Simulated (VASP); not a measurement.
Here is a VASP 6.6.1 calculation.

INCAR

```
  PREC = Accurate
  ENCUT = 520
  EDIFF = 1E-6
  ISMEAR = -1
  SIGMA = 0.02
  LREAL = False
  LASPH = True
  NELM = 80
  ALGO = Normal
  ISIF = 2
  LWAVE = False
  LCHARG = False
  GGA = PE
  NBANDS = 46
```

Contents of KPOINTS:

```
Automatic mesh
0
Gamma
  6 6 4
```

Contents of POSCAR:

```
Ga4SbAs3
1.0
    7.6946788957     -2.0692948310      0.0325963554
    7.6946788957      2.0692948310      0.0325963554
   -3.3511453754      0.0000000000      6.3271538074
As Ga Sb
3 4 1
Direct
    1.0036515903      1.0036515903      0.6711971192
    0.7499828455      0.7499828455      0.0849430597
    0.4967775945      0.4967775945      0.1640604643
    0.1873055836      0.1873055836      0.8648370156
    0.9368793563      0.9368793563      0.2730392181
    0.6798987135      0.6798987135      0.3340574481
    0.4448458330      0.4448458330      0.7766403490
    0.2506584832      0.2506584832      0.5812253259
```

Potentials or basis: VASP PAW PBE potentials, release 64 (As, Ga_d, Sb).

Launch:

```console
$ cat potpaw_PBE.64/As/POTCAR potpaw_PBE.64/Ga_d/POTCAR potpaw_PBE.64/Sb/POTCAR > POTCAR
$ mpirun -np 1 vasp_std > vasp.out
```

(1) Predict the largest force.

(2) Estimate the band gap on the k mesh.

Answers

(1) 0.006 eV/Å.

(2) 0.08 eV, direct.

Caveat: spin-orbit coupling is left out, which moves the levels of the heavy elements.
